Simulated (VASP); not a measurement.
# NbH2 (Fm-3m) in VASP: further runs

The runs below take NbH2 through single point, relaxation of cell and atoms, with LDA.

Program: VASP 6.6.1. These are calculated values, not measurements. Logs are shortened: lines on timing, memory, paths and dates and some standing lists are left out, and cuts for length are marked.

### 1 The cell of the first run

Symmetry: Fm-3m, No. 225, cubic system. The conventional cell has a = 4.497 Å, b = 4.497 Å, c = 4.497 Å, α = 90.00°, β = 90.00°, γ = 90.00°. Nb (site symmetry m-3m) has 8 H at 1.95 Å within 2.6 Å. H (site symmetry -43m) has 4 Nb at 1.95 Å and 6 H at 2.25 Å within 2.6 Å.

### 2 Single point, LDA

INCAR reads:

```
SYSTEM = NbH2
PREC = Accurate
ENCUT = 520
EDIFF = 1E-6
ISMEAR = -1
SIGMA = 0.02
LREAL = .FALSE.
LASPH = .TRUE.
NELM = 80
ALGO = Normal
ISIF = 2
LWAVE = .FALSE.
LCHARG = .TRUE.
GGA = CA
LELF = .TRUE.
LVHAR = .TRUE.
NBANDS = 14
```

KPOINTS reads:

```
regular mesh
0
G
  8 8 8
  0 0 0
```

POSCAR reads:

```
NbH2
1.0
    0.0000000000      2.2483893112      2.2483893112
    2.2483893112      0.0000000000      2.2483893112
    2.2483893112      2.2483893112      0.0000000000
Nb H
1 2
Direct
    0.0000000000      0.0000000000      0.0000000000
    0.2500000000      0.2500000000      0.2500000000
    0.7500000000      0.7500000000      0.7500000000
```

Potentials or basis: VASP PAW LDA potentials, release 64 (Nb_sv, H).

Started as:

```bash
cat potpaw_LDA.64/Nb_sv/POTCAR potpaw_LDA.64/H/POTCAR > POTCAR
mpirun -np 1 vasp_std > vasp.out
```

OUTCAR:

```text
SYSTEM = NbH2
   PREC = Accurate
   ENCUT = 520
   EDIFF = 1E-6
   ISMEAR = -1
   LREAL = .FALSE.
   LASPH = .TRUE.
   NELM = 80
   ISIF = 2
   GGA = CA

 ion  position               nearest neighbor table
   1  0.000  0.000  0.000-   3 1.95   3 1.95   3 1.95   2 1.95   2 1.95   2 1.95   3 1.95   2 1.95

   2  0.250  0.250  0.250-   1 1.95   1 1.95   1 1.95   1 1.95
   3  0.750  0.750  0.750-   1 1.95   1 1.95   1 1.95   1 1.95

  LATTYP: Found a face centered cubic cell.
 ALAT       =     4.4967786224

  Lattice vectors:

 A1 = (   0.0000000000,   2.2483893112,   2.2483893112)
 A2 = (   2.2483893112,   0.0000000000,   2.2483893112)
 A3 = (   2.2483893112,   2.2483893112,   0.0000000000)

Analysis of symmetry for initial positions (statically):
=====================================================================
 Subroutine PRICEL returns:
 Original cell was already a primitive cell.

 Routine SETGRP: Setting up the symmetry group for a
 face centered cubic supercell.

 Subroutine GETGRP returns: Found 48 space group operations
 (whereof 48 operations were pure point group operations)
 out of a pool of 48 trial point group operations.

The static configuration has the point symmetry O_h .

Analysis of symmetry for dynamics (positions and initial velocities):
=====================================================================
 Subroutine PRICEL returns:
 Original cell was already a primitive cell.

 Routine SETGRP: Setting up the symmetry group for a
 face centered cubic supercell.

 Subroutine GETGRP returns: Found 48 space group operations
 (whereof 48 operations were pure point group operations)
 out of a pool of 48 trial point group operations.

The dynamic configuration has the point symmetry O_h .

 Subroutine INISYM returns: Found 48 space group operations
 (whereof 48 operations are pure point group operations),
 and found     1 'primitive' translations

----------------------------------------------------------------------------------------

                                     Primitive cell

  volume of cell :      22.7324

  direct lattice vectors                    reciprocal lattice vectors
     0.000000000  2.248389311  2.248389311    -0.222381417  0.222381417  0.222381417
     2.248389311  0.000000000  2.248389311     0.222381417 -0.222381417  0.222381417
     2.248389311  2.248389311  0.000000000     0.222381417  0.222381417 -0.222381417

  length of vectors
     3.179702657  3.179702657  3.179702657     0.385175912  0.385175912  0.385175912

  position of ions in fractional coordinates (direct lattice)
     0.000000000  0.000000000  0.000000000
     0.250000000  0.250000000  0.250000000
     0.750000000  0.750000000  0.750000000

  ion indices of the primitive-cell ions
   primitive index   ion index
                 1           1
                 2           2
                 3           3

----------------------------------------------------------------------------------------

 KPOINTS: regular mesh

Automatic generation of k-mesh.
 Grid dimensions read from file:
 generate k-points for:    8    8    8

 Generating k-lattice:

  Cartesian coordinates                     Fractional coordinates (reciprocal lattice)
    -0.027797677  0.027797677  0.027797677     0.125000000  0.000000000  0.000000000
     0.027797677 -0.027797677  0.027797677     0.000000000  0.125000000  0.000000000
     0.027797677  0.027797677 -0.027797677     0.000000000  0.000000000  0.125000000

  Length of vectors
     0.048146989  0.048146989  0.048146989

  Shift w.r.t. Gamma in fractional coordinates (k-lattice)
     0.000000000  0.000000000  0.000000000

 Subroutine IBZKPT returns following result:
 ===========================================

 Found     29 irreducible k-points:

 Following reciprocal coordinates:
            Coordinates               Weight
  0.000000  0.000000  0.000000      1.000000
  0.125000  0.000000  0.000000      8.000000
  0.250000  0.000000  0.000000      8.000000
  0.375000  0.000000  0.000000      8.000000
  0.500000  0.000000  0.000000      4.000000
  0.125000  0.125000  0.000000      6.000000
[... 16 lines left out ...]
  0.500000  0.250000  0.125000     48.000000
 -0.375000  0.250000  0.125000     24.000000
 [... further k-points ...]
   k-points           NKPTS =     29   k-points in BZ     NKDIM =     29   number of bands    NBANDS=     14
   number of dos      NEDOS =    301   number of ions     NIONS =      3
   total plane-waves  NPLWV =  13824
   dimension x,y,z NGX =    24 NGY =   24 NGZ =   24
   dimension x,y,z NGXF=    48 NGYF=   48 NGZF=   48
   ions per type =               1   2
   NGX,Y,Z   is equivalent  to a cutoff of  12.55, 12.55, 12.55 a.u.
   NGXF,Y,Z  is equivalent  to a cutoff of  25.10, 25.10, 25.10 a.u.
 SYSTEM =  NbH2
   PREC   = accura    normal or accurate (medium, high low for compatibility)
   ISTART =      0    job   : 0-new  1-cont  2-samecut
   ICHARG =      2    charge: 1-file 2-atom 10-const
   ISPIN  =      1    spin polarized calculation?
   LNONCOLLINEAR =      F non collinear calculations
   LSORBIT =      F    spin-orbit coupling
   LASPH  =      T    aspherical Exc in radial PAW
   ENCUT  =  520.0 eV  38.22 Ry    6.18 a.u.   5.91  5.91  5.91*2*pi/ulx,y,z
   NELM   =     80;   NELMIN=  2; NELMDL= -5     # of ELM steps
   EDIFF  = 0.1E-05   stopping-criterion for ELM
   LREAL  =      F    real-space projection
   EDIFFG = 0.1E-04   stopping-criterion for IOM
   NSW    =      0    number of steps for IOM
   IBRION =     -1    ionic relax: 0-MD 1-quasi-New 2-CG
   NFREE  =      0    steps in history (QN), initial steepest desc. (CG)
   ISIF   =      2    stress and relaxation
   ISYM   =      2    0-nonsym 1-usesym 2-fastsym
   POTIM  = 0.5000    time-step for ionic-motion
   TEBEG  =    0.0;   TEEND  =   0.0 temperature during run
   PSTRESS=    0.0 pullay stress
   NELECT =      15.0000    total number of electrons
   NUPDOWN=      -1.0000    fix difference up-down
   EMIN   =  10.00;   EMAX   =-10.00  energy-range for DOS
   EFERMI =   0.00;   METHOD = LEGACY
   ISMEAR =    -1;   SIGMA  =   0.02  broadening in eV -4-tet -1-fermi 0-gaus
   EFERMI_NEDOS =   21; number of points for ismear=-14 and -15
   IALGO  =     38    algorithm
   IMIX   =      4    mixing-type and parameters
     AMIX     =   0.40;   BMIX     =  1.00
     AMIX_MAG =   1.60;   BMIX_MAG =  1.00
  volume/ion in A,a.u.               =       7.58        51.14
  Fermi-wavevector in a.u.,A,eV,Ry     =   1.425248  2.693328 27.637944  2.031332
  Thomas-Fermi vector in A             =   2.545652
   LORBIT       =      0    0 simple, 1 ext, 2 COOP (PROOUT), +10 PAW based schemes
   GGA     = CA    functional components
   LHFCALC =     F    Hartree Fock is set to
   AEXX    =    0.0000 exact exchange contribution
   IVDW    =     0    specifies the selected vdW correction
   LEPSILON=     F    determine dielectric tensor
   LRPA    =     F    only Hartree local field effects (RPA)
 non-spin polarized calculation
  energy-cutoff  :      520.00
  volume of cell :       22.73
 maximum number of plane-waves:       620
   NGX = 11   NGY = 11   NGZ = 11

 number of electron      14.9999998 magnetization

 Free energy of the ion-electron system (eV)
  ---------------------------------------------------
  ext. energy  EPLUGINS =         0.00000000
  ---------------------------------------------------
  free energy    TOTEN  =       -19.26613673 eV

  energy without entropy =      -19.26362539  energy(sigma->0) =      -19.26488106

 E-fermi :  10.3885     XC(G=0): -12.4561

 val. band max:       10.3761011952   @ k =   0.2500   0.2500   0.0000
 cond. band min:      10.4202229766   @ k =  -0.3750   0.2500   0.0000
 fundamental gap:      0.0441217814
 Fermi energy:        10.3884706057

 k-point     1 :       0.0000    0.0000    0.0000
  band No.  band energies     occupation
      1     -44.7159      2.00000
      2     -20.6123      2.00000
      3     -20.6123      2.00000
      4     -20.6123      2.00000
      5      -0.5248      2.00000
      6       8.8831      2.00000
      7       8.8831      2.00000
      8       8.8831      2.00000
      9       9.2666      2.00000
     10      11.6591      0.00000
     11      11.6591      0.00000
     12      23.0224      0.00000
     13      23.8697      0.00000
     14      23.8697      0.00000

 k-point     2 :       0.1250    0.0000    0.0000
  band No.  band energies     occupation
      1     -44.7005      2.00000
      2     -20.7372      2.00000
      3     -20.6272      2.00000
      4     -20.6272      2.00000
      5      -0.0860      2.00000
      6       6.6949      2.00000
      7       9.0934      2.00000
      8       9.0934      2.00000
      9      11.4970      0.00000
     10      11.4970      0.00000
     11      11.9992      0.00000
     12      20.5873      0.00000
     13      24.7458      0.00000
     14      24.7458      0.00000

 k-point     3 :       0.2500    0.0000    0.0000
  band No.  band energies     occupation
      1     -44.6631      2.00000
      2     -21.0291      2.00000
      3     -20.6631      2.00000
      4     -20.6631      2.00000
      5       0.9490      2.00000
      6       5.2155      2.00000
      7       9.3388      2.00000
      8       9.3388      2.00000
      9      11.5951      0.00000
     10      11.5951      0.00000
     11      14.7206      0.00000
     12      18.9447      0.00000
     13      23.6375      0.00000
     14      26.9585      0.00000
[... 324 lines left out ...]
 k-point    23 :       0.5000    0.2500    0.1250
  band No.  band energies     occupation
      1     -44.6048      2.00000
      2     -21.2491      2.00000
      3     -20.9016      2.00000
      4     -20.7531      2.00000
      5       2.7025      2.00000
      6       4.1397      2.00000
      7       8.0541      2.00000
      8      10.2550      1.99748
      9      11.8174      0.00000
     10      13.8234      0.00000
     11      17.2560      0.00000
     12      18.8262      0.00000
     13      19.5196      0.00000
     14      22.8041      0.00000

 k-point    24 :      -0.3750    0.2500    0.1250
  band No.  band energies     occupation
      1     -44.5922      2.00000
      2     -21.3099      2.00000
      3     -20.9340      2.00000
      4     -20.7756      2.00000
      5       2.7126      2.00000
      6       4.5711      2.00000
      7       7.8413      2.00000
      8      10.0773      2.00000
      9      12.6794      0.00000
     10      14.1895      0.00000
     11      16.1376      0.00000
     12      18.7169      0.00000
     13      19.4196      0.00000
     14      22.7364      0.00000

 [... further k-points ...]

------------------------ aborting loop because EDIFF is reached ----------------------------------------

  FORCE on cell =-STRESS in cart. coord.  units (eV):
  Direction    XX          YY          ZZ          XY          YZ          ZX
  --------------------------------------------------------------------------------------
  -------------------------------------------------------------------------------------
  Total       -0.0286925     -0.0286925     -0.0286925      0.0000000      0.0000000      0.0000000
  in kB       -2.0222454     -2.0222454     -2.0222454      0.0000000      0.0000000      0.0000000
  external PRESSURE =      -2.0222454 kB  Pullay stress =       0.0000000 kB

 VOLUME and BASIS-vectors are now :
 -----------------------------------------------------------------------------
  energy-cutoff  :      520.00
  volume of cell :       22.73
      direct lattice vectors                 reciprocal lattice vectors
     0.000000000  2.248389311  2.248389311    -0.222381417  0.222381417  0.222381417
     2.248389311  0.000000000  2.248389311     0.222381417 -0.222381417  0.222381417
     2.248389311  2.248389311  0.000000000     0.222381417  0.222381417 -0.222381417

 POSITION                                       TOTAL-FORCE (eV/Angst)
 -----------------------------------------------------------------------------------
      0.00000      0.00000      0.00000         0.000000      0.000000      0.000000
      1.12419      1.12419      1.12419        -0.000000     -0.000000     -0.000000
      3.37258      3.37258      3.37258         0.000000      0.000000      0.000000
 -----------------------------------------------------------------------------------
    total drift:                               -0.000000      0.000000      0.000000

  FREE ENERGIE OF THE ION-ELECTRON SYSTEM (eV)
  ---------------------------------------------------
  free  energy   TOTEN  =       -19.2661367300 eV

  energy  without entropy=      -19.2636253895  energy(sigma->0) =      -19.26488106
```

It took 7.6 s on 1 thread of AMD EPYC 7R13 (Zen 3), shared host; peak memory 0.1 GiB.

What came out:

```
Free energy            : -19.2661 eV
Pressure               : -0.2 GPa
Band gap on the k mesh : zero (an odd number of electrons rules out a gap without spin polarisation)
```

Levels at points of the mesh, in eV from the Fermi level:
| k point | band 5 | band 6 | band 7 | band 8 | band 9 | band 10 | band 11 | band 12 |
| --- | --- | --- | --- | --- | --- | --- | --- | --- |
| (0.00, 0.00, 0.00) | -10.91 | -1.51 | -1.51 | -1.51 | -1.12 | 1.27 | 1.27 | 12.63 |
| (0.50, 0.00, 0.00) | -8.64 | -4.90 | -1.35 | -1.35 | 2.74 | 2.74 | 5.13 | 6.45 |
| (0.50, 0.50, 0.00) | -7.81 | -4.96 | -4.61 | 2.92 | 2.99 | 2.99 | 7.30 | 7.30 |

### 3 Relaxation of cell and atoms, LDA

This run uses another cell than the first one, of 7.92 Å³/atom.

INCAR reads:

```
PREC = Accurate
ENCUT = 600
EDIFF = 1E-6
ISMEAR = -1
SIGMA = 0.02
LREAL = False
LASPH = True
NELM = 100
ALGO = Normal
ISIF = 3
LWAVE = False
LCHARG = False
IBRION = 2
NSW = 60
EDIFFG = -0.02
```

KPOINTS reads:

```
Automatic mesh
0
Gamma
  8 8 8
```

POSCAR reads:

```
NbH2
1.0
    0.0000000000      2.2815000000      2.2815000000
    2.2815000000      0.0000000000      2.2815000000
    2.2815000000      2.2815000000      0.0000000000
Nb H
1 2
Direct
    0.0000000000      0.0000000000      0.0000000000
    0.2500000000      0.2500000000      0.2500000000
    0.7500000000      0.7500000000      0.7500000000
```

Potentials or basis: VASP PAW LDA potentials, release 64 (Nb_sv, H).

Started as:

```bash
cat potpaw_LDA.64/Nb_sv/POTCAR potpaw_LDA.64/H/POTCAR > POTCAR
mpirun -np 1 vasp_std > vasp.out
```

OUTCAR:

```text
PREC = Accurate
   ENCUT = 600
   EDIFF = 1E-6
   ISMEAR = -1
   LREAL = False
   LASPH = True
   NELM = 100
   ISIF = 3
   IBRION = 2
   NSW = 60
   EDIFFG = -0.02

 ion  position               nearest neighbor table
   1  0.000  0.000  0.000-
   2  0.250  0.250  0.250-
   3  0.750  0.750  0.750-

  LATTYP: Found a face centered cubic cell.
 ALAT       =     4.5630000000

  Lattice vectors:

 A1 = (   0.0000000000,   2.2815000000,   2.2815000000)
 A2 = (   2.2815000000,   0.0000000000,   2.2815000000)
 A3 = (   2.2815000000,   2.2815000000,   0.0000000000)

Analysis of symmetry for initial positions (statically):
=====================================================================
 Subroutine PRICEL returns:
 Original cell was already a primitive cell.

 Routine SETGRP: Setting up the symmetry group for a
 face centered cubic supercell.

 Subroutine GETGRP returns: Found 48 space group operations
 (whereof 48 operations were pure point group operations)
 out of a pool of 48 trial point group operations.

The static configuration has the point symmetry O_h .

Analysis of symmetry for dynamics (positions and initial velocities):
=====================================================================
 Subroutine PRICEL returns:
[... 151 lines left out ...]

 number of electron      15.0000000 magnetization

 Free energy of the ion-electron system (eV)
  ---------------------------------------------------
  ext. energy  EPLUGINS =         0.00000000
  ---------------------------------------------------
  free energy    TOTEN  =       -19.24132250 eV

  energy without entropy =      -19.23892952  energy(sigma->0) =      -19.24012601

 E-fermi :   9.8227     XC(G=0): -12.2419

 val. band max:        9.8048808426   @ k =   0.2500   0.2500   0.0000
 cond. band min:       9.8592402993   @ k =   0.3750   0.2500   0.1250
 fundamental gap:      0.0543594567
 Fermi energy:         9.8227332043

 k-point     1 :       0.0000    0.0000    0.0000
  band No.  band energies     occupation
      1     -45.3233      2.00000
      2     -21.2576      2.00000
      3     -21.2576      2.00000
      4     -21.2576      2.00000
      5      -0.8447      2.00000
      6       8.3972      2.00000
      7       8.3972      2.00000
      8       8.3972      2.00000
      9       8.7742      2.00000
     10      11.0173      0.00000
     11      11.0173      0.00000
[... 395 lines left out ...]
--------------------------------------- Ionic step        3  -------------------------------------------

 number of electron      15.0000001 magnetization

 Free energy of the ion-electron system (eV)
  ---------------------------------------------------
  ext. energy  EPLUGINS =         0.00000000
  ---------------------------------------------------
  free energy    TOTEN  =       -19.26808394 eV

  energy without entropy =      -19.26557415  energy(sigma->0) =      -19.26682905

 E-fermi :  10.3906     XC(G=0): -12.4571

 val. band max:       10.3782059551   @ k =   0.2500   0.2500   0.0000
 cond. band min:      10.4223976796   @ k =  -0.3750   0.2500   0.0000
 fundamental gap:      0.0441917245
 Fermi energy:        10.3906335262

 k-point     1 :       0.0000    0.0000    0.0000
  band No.  band energies     occupation
      1     -44.7139      2.00000
      2     -20.6103      2.00000
      3     -20.6103      2.00000
      4     -20.6103      2.00000
      5      -0.5240      2.00000
      6       8.8849      2.00000
      7       8.8849      2.00000
      8       8.8849      2.00000
      9       9.2681      2.00000
     10      11.6616      0.00000
     11      11.6616      0.00000
[... 352 lines left out ...]
  FREE ENERGIE OF THE ION-ELECTRON SYSTEM (eV)
  ---------------------------------------------------
  free  energy   TOTEN  =       -19.2680839410 eV

  energy  without entropy=      -19.2655741523  energy(sigma->0) =      -19.26682905

 reached required accuracy - stopping structural energy minimisation
```

Run time: 20 s. Hardware: 1 thread of AMD EPYC 7R13 (Zen 3), shared host; peak memory 0.12 GiB.

Results:

- Free energy: -19.2681 eV
- Relaxed volume: 7.58 Å³/atom
- Relaxed cell: a = 3.179 Å, b = 3.179 Å, c = 3.179 Å, α = 60.00°, β = 60.00°, γ = 60.00°
- Space group after relaxing (to 0.1 Å): Fm-3m (No. 225)
- Energy gained by relaxing: 8.9 meV/atom
- Ionic steps: 3
- Pressure after relaxing: 0.0 GPa
- Band gap on the k mesh: zero (an odd number of electrons rules out a gap without spin polarisation)

The path:
| step | energy change (eV) | largest force (eV/Å) | pressure (GPa) | volume (Å³) |
| --- | --- | --- | --- | --- |
| 1 | 0.0000 | 0.0000 | -8.13 | 23.75 |
| 2 | -0.0237 | 0.0000 | 2.99 | 22.40 |
| 3 | -0.0268 | 0.0000 | -0.02 | 22.73 |

Final structure:
```
CELL_PARAMETERS angstrom
0.00000 2.24823 2.24823
2.24823 0.00000 2.24823
2.24823 2.24823 0.00000
ATOMIC_POSITIONS crystal
Nb 0.00000 0.00000 0.00000
H 0.25000 0.25000 0.25000
H 0.75000 0.75000 0.75000
```

LDA usually gives volumes a few per cent too small. Zero-point motion and thermal expansion aren't in these numbers.
